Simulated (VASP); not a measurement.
# BaS (R-3m) in VASP: settings compared

The runs below take BaS through single point, with PBE, r2SCAN.

Everything below comes from runs of VASP 6.6.1. Logs are shortened: lines on timing, memory, paths and dates and some standing lists are left out, and cuts for length are marked.

**1. The cell of the first run**

It takes space group R-3m (No. 166, trigonal). Conventional cell: a = 4.519 Å, b = 4.519 Å, c = 11.176 Å, α = 90.00°, β = 90.00°, γ = 120.00°. Ba (site symmetry -3m) has 6 S at 3.21 Å within 4.2 Å. S (site symmetry -3m) has 6 Ba at 3.21 Å within 4.2 Å.

**2. Single point, PBE (epitaxial 111 strain -0.5%)**

INCAR

```
SYSTEM = BaS
PREC = Accurate
ENCUT = 520
EDIFF = 1E-6
ISMEAR = -1
SIGMA = 0.02
LREAL = .FALSE.
LASPH = .TRUE.
NELM = 60
ALGO = Normal
ISIF = 2
LWAVE = .FALSE.
LCHARG = .TRUE.
GGA = PE
LELF = .TRUE.
LVHAR = .TRUE.
NBANDS = 15
```

KPOINTS

```
regular mesh
0
G
  8 8 8
  0 0 0
```

POSCAR

```
BaS
1.0
    0.0202575505      3.2159944414      3.2159944414
    3.2159944414      0.0202575505      3.2159944414
    3.2159944414      3.2159944414      0.0202575505
Ba S
1 1
Direct
    0.0000000000      0.0000000000      0.0000000000
    0.5000000000      0.5000000000      0.5000000000
```

Potentials or basis: VASP PAW PBE potentials, release 64 (Ba_sv, S).

Started as:

```bash
> cat potpaw_PBE.64/Ba_sv/POTCAR potpaw_PBE.64/S/POTCAR > POTCAR
> mpirun -np 1 vasp_std > vasp.out
```

OUTCAR:

```text
SYSTEM = BaS
   PREC = Accurate
   ENCUT = 520
   EDIFF = 1E-6
   ISMEAR = -1
   LREAL = .FALSE.
   LASPH = .TRUE.
   NELM = 60
   ISIF = 2
   GGA = PE

 ion  position               nearest neighbor table
   1  0.000  0.000  0.000-   2 3.21   2 3.21   2 3.21   2 3.21   2 3.21   2 3.21
   2  0.500  0.500  0.500-   1 3.21   1 3.21   1 3.21   1 3.21   1 3.21   1 3.21

  LATTYP: Found a trigonal (rhomboedric) cell.
 ALAT       =     4.5481480696
 COS(alpha) =     0.5062889564

  Lattice vectors:

 A1 = (   0.0202575505,   3.2159944414,   3.2159944414)
 A2 = (   3.2159944414,   0.0202575505,   3.2159944414)
 A3 = (   3.2159944414,   3.2159944414,   0.0202575505)

Analysis of symmetry for initial positions (statically):
=====================================================================
 Subroutine PRICEL returns:
 Original cell was already a primitive cell.

 Routine SETGRP: Setting up the symmetry group for a
 trigonal (rhombohedral) supercell.

 Subroutine GETGRP returns: Found 12 space group operations
 (whereof 12 operations were pure point group operations)
 out of a pool of 12 trial point group operations.

The static configuration has the point symmetry D_3d.

Analysis of symmetry for dynamics (positions and initial velocities):
=====================================================================
 Subroutine PRICEL returns:
 Original cell was already a primitive cell.

 Routine SETGRP: Setting up the symmetry group for a
 trigonal (rhombohedral) supercell.

 Subroutine GETGRP returns: Found 12 space group operations
 (whereof 12 operations were pure point group operations)
 out of a pool of 12 trial point group operations.

The dynamic configuration has the point symmetry D_3d.

 Subroutine INISYM returns: Found 12 space group operations
 (whereof 12 operations are pure point group operations),
 and found     1 'primitive' translations

----------------------------------------------------------------------------------------

                                     Primitive cell

  volume of cell :      65.8951

  direct lattice vectors                    reciprocal lattice vectors
     0.020257550  3.215994441  3.215994441    -0.156949656  0.155967219  0.155967219
     3.215994441  0.020257550  3.215994441     0.155967219 -0.156949656  0.155967219
     3.215994441  3.215994441  0.020257550     0.155967219  0.155967219 -0.156949656

  length of vectors
     4.548148070  4.548148070  4.548148070     0.270711546  0.270711546  0.270711546

  position of ions in fractional coordinates (direct lattice)
     0.000000000  0.000000000  0.000000000
     0.500000000  0.500000000  0.500000000

  ion indices of the primitive-cell ions
   primitive index   ion index
                 1           1
                 2           2

----------------------------------------------------------------------------------------

 KPOINTS: regular mesh

Automatic generation of k-mesh.
 Grid dimensions read from file:
 generate k-points for:    8    8    8

 Generating k-lattice:

  Cartesian coordinates                     Fractional coordinates (reciprocal lattice)
    -0.019618707  0.019495902  0.019495902     0.125000000  0.000000000  0.000000000
     0.019495902 -0.019618707  0.019495902     0.000000000  0.125000000  0.000000000
     0.019495902  0.019495902 -0.019618707     0.000000000  0.000000000  0.125000000

  Length of vectors
     0.033838943  0.033838943  0.033838943

  Shift w.r.t. Gamma in fractional coordinates (k-lattice)
     0.000000000  0.000000000  0.000000000

 Subroutine IBZKPT returns following result:
 ===========================================

 Found     65 irreducible k-points:

 Following reciprocal coordinates:
            Coordinates               Weight
  0.000000  0.000000  0.000000      1.000000
  0.125000  0.000000 -0.000000      6.000000
  0.250000  0.000000 -0.000000      6.000000
  0.375000  0.000000 -0.000000      6.000000
  0.500000  0.000000 -0.000000      3.000000
  0.125000  0.125000 -0.000000      6.000000
[... 16 lines left out ...]
  0.250000  0.125000  0.125000      6.000000
  0.375000  0.125000  0.125000      6.000000
 [... further k-points ...]
   k-points           NKPTS =     65   k-points in BZ     NKDIM =     65   number of bands    NBANDS=     15
   number of dos      NEDOS =    301   number of ions     NIONS =      2
   total plane-waves  NPLWV =  46656
   dimension x,y,z NGX =    36 NGY =   36 NGZ =   36
   dimension x,y,z NGXF=    72 NGYF=   72 NGZF=   72
   ions per type =               1   1
   NGX,Y,Z   is equivalent  to a cutoff of  13.16, 13.16, 13.16 a.u.
   NGXF,Y,Z  is equivalent  to a cutoff of  26.32, 26.32, 26.32 a.u.
 SYSTEM =  BaS
   PREC   = accura    normal or accurate (medium, high low for compatibility)
   ISTART =      0    job   : 0-new  1-cont  2-samecut
   ICHARG =      2    charge: 1-file 2-atom 10-const
   ISPIN  =      1    spin polarized calculation?
   LNONCOLLINEAR =      F non collinear calculations
   LSORBIT =      F    spin-orbit coupling
   LASPH  =      T    aspherical Exc in radial PAW
   ENCUT  =  520.0 eV  38.22 Ry    6.18 a.u.   8.46  8.46  8.46*2*pi/ulx,y,z
   NELM   =     60;   NELMIN=  2; NELMDL= -5     # of ELM steps
   EDIFF  = 0.1E-05   stopping-criterion for ELM
   LREAL  =      F    real-space projection
   EDIFFG = 0.1E-04   stopping-criterion for IOM
   NSW    =      0    number of steps for IOM
   IBRION =     -1    ionic relax: 0-MD 1-quasi-New 2-CG
   NFREE  =      0    steps in history (QN), initial steepest desc. (CG)
   ISIF   =      2    stress and relaxation
   ISYM   =      2    0-nonsym 1-usesym 2-fastsym
   POTIM  = 0.5000    time-step for ionic-motion
   TEBEG  =    0.0;   TEEND  =   0.0 temperature during run
   PSTRESS=    0.0 pullay stress
   NELECT =      16.0000    total number of electrons
   NUPDOWN=      -1.0000    fix difference up-down
   EMIN   =  10.00;   EMAX   =-10.00  energy-range for DOS
   EFERMI =   0.00;   METHOD = LEGACY
   ISMEAR =    -1;   SIGMA  =   0.02  broadening in eV -4-tet -1-fermi 0-gaus
   EFERMI_NEDOS =   21; number of points for ismear=-14 and -15
   IALGO  =     38    algorithm
   IMIX   =      4    mixing-type and parameters
     AMIX     =   0.40;   BMIX     =  1.00
     AMIX_MAG =   1.60;   BMIX_MAG =  1.00
  volume/ion in A,a.u.               =      32.95       222.34
  Fermi-wavevector in a.u.,A,eV,Ry     =   1.021325  1.930024 14.192293  1.043104
  Thomas-Fermi vector in A             =   2.154943
   LORBIT       =      0    0 simple, 1 ext, 2 COOP (PROOUT), +10 PAW based schemes
   GGA     = PE    functional components
   LHFCALC =     F    Hartree Fock is set to
   AEXX    =    0.0000 exact exchange contribution
   IVDW    =     0    specifies the selected vdW correction
   LEPSILON=     F    determine dielectric tensor
   LRPA    =     F    only Hartree local field effects (RPA)
 non-spin polarized calculation
  energy-cutoff  :      520.00
  volume of cell :       65.90
 maximum number of plane-waves:      1807
 NGX is ok and might be reduce to    36
   NGX = 17   NGY = 17   NGZ = 17

 number of electron      16.0000002 magnetization

 Free energy of the ion-electron system (eV)
  ---------------------------------------------------
  ext. energy  EPLUGINS =         0.00000000
  ---------------------------------------------------
  free energy    TOTEN  =       -10.18977963 eV

  energy without entropy =      -10.18977963  energy(sigma->0) =      -10.18977963

 E-fermi :   1.8703     XC(G=0):  -8.5789

 val. band max:        1.4031170836   @ k =   0.0000   0.0000   0.0000
 cond. band min:       3.5212660317   @ k =   0.5000   0.5000  -0.0000
 fundamental gap:      2.1181489482
 Fermi energy:         1.8702655551

 k-point     1 :       0.0000    0.0000    0.0000
  band No.  band energies     occupation
      1     -24.7156      2.00000
      2      -9.7736      2.00000
      3      -9.7717      2.00000
      4      -9.7717      2.00000
      5      -8.9475      2.00000
      6       1.3808      2.00000
      7       1.4031      2.00000
      8       1.4031      2.00000
      9       4.9352      0.00000
     10       5.2165      0.00000
     11       5.2874      0.00000
     12       5.2874      0.00000
     13       6.1771      0.00000
     14       6.1771      0.00000
     15      10.1110      0.00000

 k-point     2 :       0.1250    0.0000   -0.0000
  band No.  band energies     occupation
      1     -24.7093      2.00000
      2     -10.0535      2.00000
      3      -9.7787      2.00000
      4      -9.7778      2.00000
      5      -8.6529      2.00000
      6       0.9956      2.00000
      7       1.1750      2.00000
      8       1.1984      2.00000
      9       5.2458      0.00000
     10       5.4508      0.00000
     11       5.5185      0.00000
     12       5.5685      0.00000
     13       6.6247      0.00000
     14       6.6251      0.00000
     15      10.7342      0.00000

 k-point     3 :       0.2500    0.0000   -0.0000
  band No.  band energies     occupation
      1     -24.6943      2.00000
      2     -10.4645      2.00000
      3      -9.7923      2.00000
      4      -9.7912      2.00000
      5      -8.2085      2.00000
      6       0.2642      2.00000
      7       0.7617      2.00000
      8       0.7919      2.00000
      9       5.4877      0.00000
     10       6.0953      0.00000
     11       6.1677      0.00000
     12       6.7272      0.00000
     13       7.7452      0.00000
     14       7.7480      0.00000
     15      11.9468      0.00000
[... 343 lines left out ...]
 k-point    23 :       0.2500    0.1250    0.1250
  band No.  band energies     occupation
      1     -24.7006      2.00000
      2     -10.2863      2.00000
      3      -9.8295      2.00000
      4      -9.7720      2.00000
      5      -8.3834      2.00000
      6       0.4740      2.00000
      7       0.8485      2.00000
      8       1.2183      2.00000
      9       5.2498      0.00000
     10       5.6630      0.00000
     11       5.8457      0.00000
     12       6.2568      0.00000
     13       7.1274      0.00000
     14       7.6259      0.00000
     15      11.5654      0.00000

 k-point    24 :       0.3750    0.1250    0.1250
  band No.  band energies     occupation
      1     -24.6856      2.00000
      2     -10.5672      2.00000
      3      -9.8720      2.00000
      4      -9.7867      2.00000
      5      -8.0781      2.00000
      6      -0.0320      2.00000
      7       0.5266      2.00000
      8       0.9134      2.00000
      9       5.5236      0.00000
     10       6.2470      0.00000
     11       6.6841      0.00000
     12       7.1539      0.00000
     13       8.1122      0.00000
     14       8.9841      0.00000
     15      11.4793      0.00000

 [... further k-points ...]

------------------------ aborting loop because EDIFF is reached ----------------------------------------

  FORCE on cell =-STRESS in cart. coord.  units (eV):
  Direction    XX          YY          ZZ          XY          YZ          ZX
  --------------------------------------------------------------------------------------
  -------------------------------------------------------------------------------------
  Total        0.3690406      0.3690406      0.3690406     -0.0491086     -0.0491086     -0.0491086
  in kB        8.9728780      8.9728780      8.9728780     -1.1940303     -1.1940303     -1.1940303
  external PRESSURE =       8.9728780 kB  Pullay stress =       0.0000000 kB

 VOLUME and BASIS-vectors are now :
 -----------------------------------------------------------------------------
  energy-cutoff  :      520.00
  volume of cell :       65.90
      direct lattice vectors                 reciprocal lattice vectors
     0.020257550  3.215994441  3.215994441    -0.156949656  0.155967219  0.155967219
     3.215994441  0.020257550  3.215994441     0.155967219 -0.156949656  0.155967219
     3.215994441  3.215994441  0.020257550     0.155967219  0.155967219 -0.156949656

 POSITION                                       TOTAL-FORCE (eV/Angst)
 -----------------------------------------------------------------------------------
      0.00000      0.00000      0.00000        -0.000000      0.000000     -0.000000
      3.22612      3.22612      3.22612         0.000000     -0.000000      0.000000
 -----------------------------------------------------------------------------------
    total drift:                                0.000000      0.000000      0.000000

  FREE ENERGIE OF THE ION-ELECTRON SYSTEM (eV)
  ---------------------------------------------------
  free  energy   TOTEN  =       -10.1897796291 eV

  energy  without entropy=      -10.1897796291  energy(sigma->0) =      -10.18977963
```

Wall time 28 s (1 thread of Intel Xeon Platinum 8559C (Emerald Rapids), shared host); peak memory 0.24 GiB.

What came out:

```yaml
Free_energy: -10.1898 eV
Pressure: 0.9 GPa
Band_gap_on_the_k_mesh: 2.12 eV, indirect (least direct gap 2.26 eV)
```

Stress tensor (GPa, compression positive):
```
 0.90 -0.12 -0.12
-0.12  0.90 -0.12
-0.12 -0.12  0.90
```

Levels at points of the mesh, in eV from the valence-band top:
```tsv
k point	band 5	band 6	band 7	band 8	band 9	band 10	band 11	band 12
(0.00, 0.00, 0.00)	-10.35	-0.02	0.00	0.00	3.53	3.81	3.88	3.88
(0.50, 0.00, 0.00)	-9.16	-1.92	-1.10	-1.06	5.50	5.65	6.23	6.31
(0.50, 0.50, 0.00)	-10.26	-0.54	-0.16	-0.14	2.12	5.90	5.95	7.41
(0.50, 0.50, 0.50)	-9.15	-1.92	-1.05	-1.05	5.48	5.65	6.22	6.22
```

Caveat: the cell differs from its parent crystal (epitaxial 111 strain -0.5%); spin-orbit coupling is left out, which moves the levels of the heavy elements. A k mesh can miss the band edges.

**3. Single point, r2SCAN (epitaxial 111 strain -0.5%)**

POSCAR is that of step 2.

INCAR.step1

```
PREC     = Accurate       # precision mode
ENCUT    = 520            # plane-wave cutoff, eV
ISMEAR   = 0              # smearing method
SIGMA    = 0.01           # smearing width, eV
LREAL    = False          # projectors in reciprocal space
LASPH    = True           # aspherical terms in the spheres
NELM     = 100            # most SCF steps
NBANDS   = 15             # bands
GGA      = PE             # functional
ALGO     = Normal         # electronic algorithm
EDIFF    = 1E-4           # SCF threshold, eV
LWAVE    = True           # write WAVECAR
LCHARG   = False          # write CHGCAR
```

INCAR.step2

```
PREC     = Accurate       # precision mode
ENCUT    = 520            # plane-wave cutoff, eV
EDIFF    = 1E-6           # SCF threshold, eV
ISMEAR   = 0              # smearing method
SIGMA    = 0.01           # smearing width, eV
LREAL    = False          # projectors in reciprocal space
LASPH    = True           # aspherical terms in the spheres
NELM     = 100            # most SCF steps
ALGO     = Normal         # electronic algorithm
ISIF     = 2              # what is computed and relaxed
LWAVE    = False          # write WAVECAR
LCHARG   = False          # write CHGCAR
METAGGA  = R2SCAN         # meta-GGA
LMIXTAU  = True         
NBANDS   = 15             # bands
ISTART   = 1
```

KPOINTS

```
Automatic mesh
0
Gamma
  8 8 8
```

Potentials or basis: VASP PAW PBE potentials, release 64 (Ba_sv, S).

Started as:

```bash
> cat potpaw_PBE.64/Ba_sv/POTCAR potpaw_PBE.64/S/POTCAR > POTCAR
> cp INCAR.step1 INCAR
> mpirun -np 1 vasp_std > vasp.out
> cp INCAR.step2 INCAR
> mpirun -np 1 vasp_std > vasp.out
```

It took 2.1 min on 1 thread of Intel Xeon Platinum 8559C (Emerald Rapids), shared host; peak memory 0.26 GiB.

It converged, with:

```yaml
Free_energy: -39.2032 eV
Pressure: 0.8 GPa
Band_gap_on_the_k_mesh: 2.47 eV, indirect (least direct gap 2.61 eV)
```

Stress tensor (GPa, compression positive):
```
 0.85 -0.12 -0.12
-0.12  0.85 -0.12
-0.12 -0.12  0.85
```

Levels at points of the mesh, in eV from the valence-band top:
```csv
k point,band 5,band 6,band 7,band 8,band 9,band 10,band 11,band 12
"(0.00, 0.00, 0.00)",-10.79,-0.02,0.00,0.00,4.14,4.26,4.32,4.32
"(0.50, 0.00, 0.00)",-9.50,-1.90,-1.10,-1.06,5.99,6.09,6.78,6.86
"(0.50, 0.50, 0.00)",-10.70,-0.55,-0.16,-0.14,2.47,6.48,6.64,7.97
"(0.50, 0.50, 0.50)",-9.49,-1.90,-1.04,-1.04,5.97,6.10,6.77,6.77
```

Caveat: the cell differs from its parent crystal (epitaxial 111 strain -0.5%); the PAW data sets were made with another functional, which shifts forces and pressure a little; spin-orbit coupling is left out, which moves the levels of the heavy elements.
